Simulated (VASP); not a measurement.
Write the native input for VASP 6.6.1 that does the following.

- Task: single point
- Functional: LDA
- Potentials or basis: VASP PAW LDA potentials, release 64 (Sn_d)
- Cutoff: 520 eV
- k mesh: 14 × 14 × 14
- Occupations: fermi-dirac, width 0.08 eV
- Spin: no spin polarisation
- Dipole correction: no
- Further INCAR settings: ALGO = Normal; EDIFF = 1e-07; NBANDS = 13

The structure of Sn lies in POSCAR:

```
Sn
1.0
   -1.8219243069      1.8219243069      1.8219243069
    1.8219243069     -1.8219243069      1.8219243069
    1.8219243069      1.8219243069     -1.8219243069
Sn
1
Direct
    0.0000000000      0.0000000000      0.0000000000
```

This cell differs from its parent crystal: volume scaled by 0.95.

One way to write it, as run:

INCAR

```
PREC = Accurate
ENCUT = 520
EDIFF = 1E-7
ISMEAR = -1
SIGMA = 0.08
LREAL = F
LASPH = T
NELM = 60
ALGO = Normal
ISIF = 2
LWAVE = F
LCHARG = F
GGA = CA
NBANDS = 13
```

KPOINTS

```
regular mesh
0
Gamma
  14 14 14
```

Potentials or basis: VASP PAW LDA potentials, release 64 (Sn_d).

The run is started by

```console
$ cat potpaw_LDA.64/Sn_d/POTCAR > POTCAR
$ mpirun -np 1 vasp_std > vasp.out
```

It gave:

```
Pressure               : 3.5 GPa
Band gap on the k mesh : zero (band 7 reaches 18.28 eV, above the bottom of band 8 at 6.53 eV)
```

Caveat: spin-orbit coupling is left out, which moves the levels of the heavy elements.

Run time: 28 s on 1 thread of Intel(R) Xeon(R) Platinum 8259CL CPU @ 2.50GHz (Skylake/Cascade Lake), on a shared host, peak memory 0.15 GiB.
